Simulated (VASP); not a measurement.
# BiTe (R-3m) in VASP: further runs

Runs on BiTe. Level: PBE. Tasks: single point.

Everything below comes from runs of VASP 6.6.1. Logs are shortened: lines on timing, memory, paths and dates and some standing lists are left out, and cuts for length are marked.

## (1) The cell of the first run

The structure is trigonal, space group R-3m (No. 166). Conventional cell: a = 5.115 Å, b = 5.115 Å, c = 8.930 Å, α = 90.00°, β = 90.00°, γ = 120.00°. Bi (site symmetry -3m) has 8 Te at 3.31 to 4.46 Å and 6 Bi at 4.19 Å within 4.5 Å. Te (site symmetry -3m) has 8 Bi at 3.31 to 4.46 Å and 6 Te at 4.19 Å within 4.5 Å.

## (2) Single point, PBE

The input, INCAR:

```
PREC = Accurate
ENCUT = 520
EDIFF = 1E-7
ISMEAR = 0
SIGMA = 0.15
LREAL = F
LASPH = T
NELM = 100
ALGO = Normal
ISIF = 2
LWAVE = F
LCHARG = T
GGA = PE
LELF = T
LVHAR = T
NBANDS = 18
```

The input, KPOINTS:

```
Automatic mesh
0
Gamma
  12 12 12
```

The input, POSCAR:

```
BiTe
1.0
    2.5575731115      1.4766155244      2.9766628402
   -2.5575731115      1.4766155244      2.9766628402
    0.0000000000     -2.9532310488      2.9766628402
Bi Te
1 1
Direct
    0.5000000000      0.5000000000      0.5000000000
    0.0000000000      0.0000000000      0.0000000000
```

Potentials or basis: VASP PAW PBE potentials, release 64 (Bi_d, Te).

Command:

```
cat potpaw_PBE.64/Bi_d/POTCAR potpaw_PBE.64/Te/POTCAR > POTCAR
mpirun -np 1 vasp_std > vasp.out
```

OUTCAR:

```text
PREC = Accurate
   ENCUT = 520
   EDIFF = 1E-7
   ISMEAR = 0
   LREAL = F
   LASPH = T
   NELM = 100
   ISIF = 2
   GGA = PE

 ion  position               nearest neighbor table
   1  0.500  0.500  0.500-   2 3.31   2 3.31   2 3.31   2 3.31   2 3.31   2 3.31
   2  0.000  0.000  0.000-   1 3.31   1 3.31   1 3.31   1 3.31   1 3.31   1 3.31

  LATTYP: Found a trigonal (rhomboedric) cell.
 ALAT       =     4.1931009160
 COS(alpha) =     0.2559271108

  Lattice vectors:

 A1 = (   2.5575731115,   1.4766155244,   2.9766628402)
 A2 = (  -2.5575731115,   1.4766155244,   2.9766628402)
 A3 = (   0.0000000000,  -2.9532310488,   2.9766628402)

Analysis of symmetry for initial positions (statically):
=====================================================================
 Subroutine PRICEL returns:
 Original cell was already a primitive cell.

 Routine SETGRP: Setting up the symmetry group for a
 trigonal (rhombohedral) supercell.

 Subroutine GETGRP returns: Found 12 space group operations
 (whereof 12 operations were pure point group operations)
 out of a pool of 12 trial point group operations.

The static configuration has the point symmetry D_3d.

Analysis of symmetry for dynamics (positions and initial velocities):
=====================================================================
 Subroutine PRICEL returns:
 Original cell was already a primitive cell.

 Routine SETGRP: Setting up the symmetry group for a
 trigonal (rhombohedral) supercell.

 Subroutine GETGRP returns: Found 12 space group operations
 (whereof 12 operations were pure point group operations)
 out of a pool of 12 trial point group operations.

The dynamic configuration has the point symmetry D_3d.

 Subroutine INISYM returns: Found 12 space group operations
 (whereof 12 operations are pure point group operations),
 and found     1 'primitive' translations

----------------------------------------------------------------------------------------

                                     Primitive cell

  volume of cell :      67.4491

  direct lattice vectors                    reciprocal lattice vectors
     2.557573111  1.476615524  2.976662840     0.195497833  0.112870726  0.111982227
[... 80 lines left out ...]
   ISPIN  =      1    spin polarized calculation?
   LNONCOLLINEAR =      F non collinear calculations
   LSORBIT =      F    spin-orbit coupling
   LASPH  =      T    aspherical Exc in radial PAW
   ENCUT  =  520.0 eV  38.22 Ry    6.18 a.u.   7.80  7.80  7.80*2*pi/ulx,y,z
   NELM   =    100;   NELMIN=  2; NELMDL= -5     # of ELM steps
   EDIFF  = 0.1E-06   stopping-criterion for ELM
   LREAL  =      F    real-space projection
   EDIFFG = 0.1E-05   stopping-criterion for IOM
   NSW    =      0    number of steps for IOM
   IBRION =     -1    ionic relax: 0-MD 1-quasi-New 2-CG
   NFREE  =      0    steps in history (QN), initial steepest desc. (CG)
   ISIF   =      2    stress and relaxation
   ISYM   =      2    0-nonsym 1-usesym 2-fastsym
   POTIM  = 0.5000    time-step for ionic-motion
   TEBEG  =    0.0;   TEEND  =   0.0 temperature during run
   PSTRESS=    0.0 pullay stress
   NELECT =      21.0000    total number of electrons
   NUPDOWN=      -1.0000    fix difference up-down
   EMIN   =  10.00;   EMAX   =-10.00  energy-range for DOS
   EFERMI =   0.00;   METHOD = LEGACY
   ISMEAR =     0;   SIGMA  =   0.15  broadening in eV -4-tet -1-fermi 0-gaus
   EFERMI_NEDOS =   21; number of points for ismear=-14 and -15
   IALGO  =     38    algorithm
   IMIX   =      4    mixing-type and parameters
     AMIX     =   0.40;   BMIX     =  1.00
     AMIX_MAG =   1.60;   BMIX_MAG =  1.00
  volume/ion in A,a.u.               =      33.72       227.58
  Fermi-wavevector in a.u.,A,eV,Ry     =   1.109573  2.096789 16.750837  1.231152
  Thomas-Fermi vector in A             =   2.246114
   LORBIT       =      0    0 simple, 1 ext, 2 COOP (PROOUT), +10 PAW based schemes
   GGA     = PE    functional components
   LHFCALC =     F    Hartree Fock is set to
   AEXX    =    0.0000 exact exchange contribution
   IVDW    =     0    specifies the selected vdW correction
   LEPSILON=     F    determine dielectric tensor
   LRPA    =     F    only Hartree local field effects (RPA)
 non-spin polarized calculation
 Gauss-broadening in eV      SIGMA  =   0.15
  energy-cutoff  :      520.00
  volume of cell :       67.45
 maximum number of plane-waves:      1853
   NGX = 15   NGY = 15   NGZ = 15

 number of electron      21.0000001 magnetization

 Free energy of the ion-electron system (eV)
  ---------------------------------------------------
  ext. energy  EPLUGINS =         0.00000000
  ---------------------------------------------------
  free energy    TOTEN  =        -7.10077548 eV

  energy without entropy =       -7.08732629  energy(sigma->0) =       -7.09405089

 E-fermi :   6.4906     XC(G=0):  -9.5272

 val. band max:        6.4898201572   @ k =   0.2500   0.0833  -0.0000
 cond. band min:       6.4911173609   @ k =  -0.4167   0.2500   0.2500
 fundamental gap:      0.0012972038
 Fermi energy:         6.4905520028

 k-point     1 :       0.0000    0.0000    0.0000
  band No.  band energies     occupation
      1     -16.6936      2.00000
      2     -16.6936      2.00000
      3     -16.6749      2.00000
      4     -16.6749      2.00000
      5     -16.6556      2.00000
      6      -6.7050      2.00000
[... 481 lines left out ...]
      5     -16.6553      2.00000
      6      -4.9108      2.00000
[... 10 lines left out ...]
     17      15.1408      0.00000
     18      17.0576      0.00000

 [... further k-points ...]

------------------------ aborting loop because EDIFF is reached ----------------------------------------

  FORCE on cell =-STRESS in cart. coord.  units (eV):
  Direction    XX          YY          ZZ          XY          YZ          ZX
  --------------------------------------------------------------------------------------
  -------------------------------------------------------------------------------------
  Total       -1.3268547     -1.3268547      0.3014680      0.0000000      0.0000000      0.0000000
  in kB      -31.5179206    -31.5179206      7.1610295      0.0000000      0.0000000      0.0000000
  external PRESSURE =     -18.6249372 kB  Pullay stress =       0.0000000 kB

 VOLUME and BASIS-vectors are now :
 -----------------------------------------------------------------------------
  energy-cutoff  :      520.00
  volume of cell :       67.45
      direct lattice vectors                 reciprocal lattice vectors
     2.557573111  1.476615524  2.976662840     0.195497833  0.112870726  0.111982227
    -2.557573111  1.476615524  2.976662840    -0.195497833  0.112870726  0.111982227
     0.000000000 -2.953231049  2.976662840     0.000000000 -0.225741453  0.111982227

 POSITION                                       TOTAL-FORCE (eV/Angst)
 -----------------------------------------------------------------------------------
      0.00000      0.00000      4.46499         0.000000      0.000000      0.000000
      0.00000      0.00000      0.00000        -0.000000     -0.000000     -0.000000
 -----------------------------------------------------------------------------------
    total drift:                               -0.000000      0.000000     -0.000000

  FREE ENERGIE OF THE ION-ELECTRON SYSTEM (eV)
  ---------------------------------------------------
  free  energy   TOTEN  =        -7.1007754816 eV

  energy  without entropy=       -7.0873262892  energy(sigma->0) =       -7.09405089
```

OSZICAR:

```text
N       E                     dE             d eps       ncg     rms          rms(c)
DAV:   1     0.157092538677E+03    0.15709E+03   -0.98996E+03  6812   0.112E+03
DAV:   2     0.491117147853E+01   -0.15218E+03   -0.14838E+03  7248   0.304E+02
DAV:   3    -0.683726397497E+01   -0.11748E+02   -0.11622E+02  8380   0.881E+01
DAV:   4    -0.716516760280E+01   -0.32790E+00   -0.32691E+00  8698   0.157E+01
DAV:   5    -0.717627482764E+01   -0.11107E-01   -0.11106E-01  9082   0.269E+00    0.501E+00
DAV:   6    -0.709788664171E+01    0.78388E-01   -0.26145E-01  9910   0.279E+00    0.313E+00
DAV:   7    -0.710034948896E+01   -0.24628E-02   -0.39617E-02  7916   0.937E-01    0.996E-01
DAV:   8    -0.710067521891E+01   -0.32573E-03   -0.45747E-03  8018   0.460E-01    0.179E-01
DAV:   9    -0.710077133619E+01   -0.96117E-04   -0.71432E-04  8718   0.149E-01    0.551E-02
DAV:  10    -0.710077442719E+01   -0.30910E-05   -0.43970E-05  8074   0.376E-02    0.411E-02
DAV:  11    -0.710077851897E+01   -0.40918E-05   -0.58293E-05  9218   0.634E-02    0.110E-02
DAV:  12    -0.710077579286E+01    0.27261E-05   -0.15024E-05  8942   0.320E-02    0.577E-03
DAV:  13    -0.710077557736E+01    0.21551E-06   -0.99550E-07  7842   0.808E-03    0.352E-03
DAV:  14    -0.710077540565E+01    0.17171E-06   -0.85449E-08  4432   0.254E-03    0.132E-03
DAV:  15    -0.710077548162E+01   -0.75970E-07   -0.82486E-08  4022   0.259E-03
   1 F= -.71007755E+01 E0= -.70940509E+01  d E =-.134492E-01
```

stdout:

```text
POSCAR found type information on POSCAR BiTe
 POSCAR found :  2 types and       2 ions
 scaLAPACK will be used
 LDA part: xc-table for (Slater+PW92), standard interpolation
 POSCAR, INCAR and KPOINTS ok, starting setup
 FFT: planning ... GRIDC
 FFT: planning ... GRID_SOFT
 FFT: planning ... GRID
 WAVECAR not read
 entering main loop
```

Run time: 4.6 min. Hardware: 1 thread of Intel Xeon 8259CL, shared host; peak memory 0.35 GiB.

What came out:

| Item | Value |
| --- | --- |
| Free energy | -7.1008 eV |
| Pressure | -1.9 GPa |
| Band gap on the k mesh | zero (an odd number of electrons rules out a gap without spin polarisation) |

Caveat: spin-orbit coupling is left out, which moves the levels of the heavy elements.

## (3) Single point, PBE

The input, INCAR:

```
PREC = Accurate
ENCUT = 520
EDIFF = 1E-6
ISMEAR = 0
SIGMA = 0.15
LREAL = F
LASPH = T
NELM = 80
ALGO = Normal
ISIF = 2
LWAVE = F
LCHARG = F
GGA = PE
NBANDS = 18
```

The input, KPOINTS:

```
regular mesh
0
Gamma
  12 12 12
```

The input, POSCAR:

```
BiTe
1.0
    2.4909886969      1.4381729947      3.1379227438
   -2.4909886969      1.4381729947      3.1379227438
    0.0000000000     -2.8763459894      3.1379227438
Bi Te
1 1
Direct
    0.5000000000      0.5000000000      0.5000000000
    0.0000000000      0.0000000000      0.0000000000
```

Potentials or basis: VASP PAW PBE potentials, release 64 (Bi_d, Te).

Command:

```
cat potpaw_PBE.64/Bi_d/POTCAR potpaw_PBE.64/Te/POTCAR > POTCAR
mpirun -np 1 vasp_std > vasp.out
```

It took 3.4 min on 1 thread of Intel Xeon 8259CL, shared host; peak memory 0.35 GiB.

It converged, with:

| Property | Result |
| --- | --- |
| Free energy | -7.1659 eV |
| Pressure | -1.0 GPa |
| Band gap on the k mesh | zero (an odd number of electrons rules out a gap without spin polarisation) |

Stress tensor (GPa, compression positive):
```
-1.64  0.00  0.00
 0.00 -1.64  0.00
 0.00  0.00  0.33
```

Levels at points of the mesh, in eV from the Fermi level:
```tsv
k point	band 7	band 8	band 9	band 10	band 11	band 12	band 13	band 14
(0.00, 0.00, 0.00)	-8.36	-2.91	-2.91	-1.26	1.90	2.82	2.82	3.92
(0.50, 0.00, 0.00)	-11.30	-1.79	-1.68	-0.98	-0.68	-0.44	0.78	6.47
(0.50, 0.50, 0.00)	-9.93	-5.45	-4.56	-2.78	2.72	2.73	3.48	4.27
(0.50, 0.50, 0.50)	-10.72	-2.44	-2.44	-2.41	-1.78	-1.44	-1.44	8.47
```

Caveat: spin-orbit coupling is left out, which moves the levels of the heavy elements.

## (4) Single point, PBE

This run uses another cell than the first one, of the same volume but with other edges.

The input, INCAR:

```
SYSTEM = BiTe
PREC = Accurate
ENCUT = 520
EDIFF = 1E-6
ISMEAR = 0
SIGMA = 0.15
LREAL = .FALSE.
LASPH = .TRUE.
NELM = 100
ALGO = Normal
ISIF = 2
LWAVE = .FALSE.
LCHARG = .FALSE.
GGA = PE
NBANDS = 18
```

The input, KPOINTS:

```
Automatic mesh
0
G
  12 12 12
  0 0 0
```

The input, POSCAR:

```
BiTe
1.0
    2.3469480198      1.3550110710      3.5349137267
   -2.3469480198      1.3550110710      3.5349137267
    0.0000000000     -2.7100221420      3.5349137267
Bi Te
1 1
Direct
    0.5000000000      0.5000000000      0.5000000000
    0.0000000000      0.0000000000      0.0000000000
```

Potentials or basis: VASP PAW PBE potentials, release 64 (Bi_d, Te).

Command:

```
cat potpaw_PBE.64/Bi_d/POTCAR potpaw_PBE.64/Te/POTCAR > POTCAR
mpirun -np 1 vasp_std > vasp.out
```

OUTCAR:

```text
SYSTEM = BiTe
   PREC = Accurate
   ENCUT = 520
   EDIFF = 1E-6
   ISMEAR = 0
   LREAL = .FALSE.
   LASPH = .TRUE.
   NELM = 100
   ISIF = 2
   GGA = PE

 ion  position               nearest neighbor table
   1  0.500  0.500  0.500-   2 3.24   2 3.24   2 3.24   2 3.24   2 3.24   2 3.24
   2  0.000  0.000  0.000-   1 3.24   1 3.24   1 3.24   1 3.24   1 3.24   1 3.24

  LATTYP: Found a trigonal (rhomboedric) cell.
 ALAT       =     4.4541929758
 COS(alpha) =     0.4447368146

  Lattice vectors:

 A1 = (   2.3469480198,   1.3550110710,   3.5349137267)
[... 692 lines left out ...]

  FORCE on cell =-STRESS in cart. coord.  units (eV):
  Direction    XX          YY          ZZ          XY          YZ          ZX
  --------------------------------------------------------------------------------------
  -------------------------------------------------------------------------------------
  Total        0.2972270      0.2972270      0.2297112      0.0000000      0.0000000      0.0000000
  in kB        7.0602880      7.0602880      5.4565266      0.0000000      0.0000000      0.0000000
  external PRESSURE =       6.5257009 kB  Pullay stress =       0.0000000 kB

 VOLUME and BASIS-vectors are now :
 -----------------------------------------------------------------------------
  energy-cutoff  :      520.00
  volume of cell :       67.45
      direct lattice vectors                 reciprocal lattice vectors
     2.346948020  1.355011071  3.534913727     0.213042639  0.123000225  0.094297445
    -2.346948020  1.355011071  3.534913727    -0.213042639  0.123000225  0.094297445
     0.000000000 -2.710022142  3.534913727     0.000000000 -0.246000450  0.094297445

 POSITION                                       TOTAL-FORCE (eV/Angst)
 -----------------------------------------------------------------------------------
      0.00000      0.00000      5.30237        -0.000000      0.000000      0.000000
      0.00000      0.00000      0.00000         0.000000      0.000000     -0.000000
 -----------------------------------------------------------------------------------
    total drift:                               -0.000000     -0.000000      0.000000

  FREE ENERGIE OF THE ION-ELECTRON SYSTEM (eV)
  ---------------------------------------------------
  free  energy   TOTEN  =        -7.1811273111 eV

  energy  without entropy=       -7.1647956927  energy(sigma->0) =       -7.17296150
```

OSZICAR:

```text
N       E                     dE             d eps       ncg     rms          rms(c)
DAV:   1     0.157907372635E+03    0.15791E+03   -0.99500E+03  6822   0.113E+03
DAV:   2     0.488679009413E+01   -0.15302E+03   -0.14908E+03  7278   0.305E+02
DAV:   3    -0.686317622205E+01   -0.11750E+02   -0.11632E+02  8232   0.883E+01
DAV:   4    -0.719450188649E+01   -0.33133E+00   -0.33097E+00  8564   0.157E+01
DAV:   5    -0.720667561781E+01   -0.12174E-01   -0.12173E-01  9082   0.286E+00    0.631E+00
DAV:   6    -0.717696888564E+01    0.29707E-01   -0.10341E-01  9696   0.195E+00    0.391E+00
DAV:   7    -0.718117804315E+01   -0.42092E-02   -0.28652E-02  7736   0.863E-01    0.566E-01
DAV:   8    -0.718098713750E+01    0.19091E-03   -0.43965E-03  8500   0.446E-01    0.131E-01
DAV:   9    -0.718112691061E+01   -0.13977E-03   -0.42761E-04  7702   0.131E-01    0.438E-02
DAV:  10    -0.718112769931E+01   -0.78870E-06   -0.14388E-05  9438   0.231E-02    0.292E-02
DAV:  11    -0.718112731108E+01    0.38822E-06   -0.70806E-06  7332   0.167E-02
   1 F= -.71811273E+01 E0= -.71729615E+01  d E =-.163316E-01
```

stdout:

```text
POSCAR found type information on POSCAR BiTe
 POSCAR found :  2 types and       2 ions
 scaLAPACK will be used
 LDA part: xc-table for (Slater+PW92), standard interpolation
 POSCAR, INCAR and KPOINTS ok, starting setup
 FFT: planning ... GRIDC
 FFT: planning ... GRID_SOFT
 FFT: planning ... GRID
 WAVECAR not read
 entering main loop
```

Wall time 3.8 min (1 thread of Intel Xeon 8259CL, shared host); peak memory 0.38 GiB.

Results:

```yaml
Free_energy: -7.1811 eV
Pressure: 0.7 GPa
Band_gap_on_the_k_mesh: zero (an odd number of electrons rules out a gap without spin polarisation)
```

Stress tensor (GPa, compression positive):
```
0.71 0.00 0.00
0.00 0.71 0.00
0.00 0.00 0.55
```

Caveat: spin-orbit coupling is left out, which moves the levels of the heavy elements.

## (5) The runs side by side

| cell | gap on the mesh (eV) | pressure (GPa) |
| --- | --- | --- |
| a = 4.193 Å, angles 75.2°, 2 atoms | none | -1.9 |
| a = 4.257 Å, angles 71.6°, 2 atoms | none | -1.0 |
| a = 4.454 Å, angles 63.6°, 2 atoms | none | 0.7 |

Alike in all rows: task single point; level PBE; potentials or basis VASP PAW PBE potentials, release 64 (Bi_d, Te); no spin polarisation; k mesh 12 × 12 × 12; cutoff (eV) 520; smearing gaussian 0.15 eV.

Caveats: spin-orbit coupling is left out, which moves the levels of the heavy elements.

Absolute energies hang on the potentials; compare differences alone.
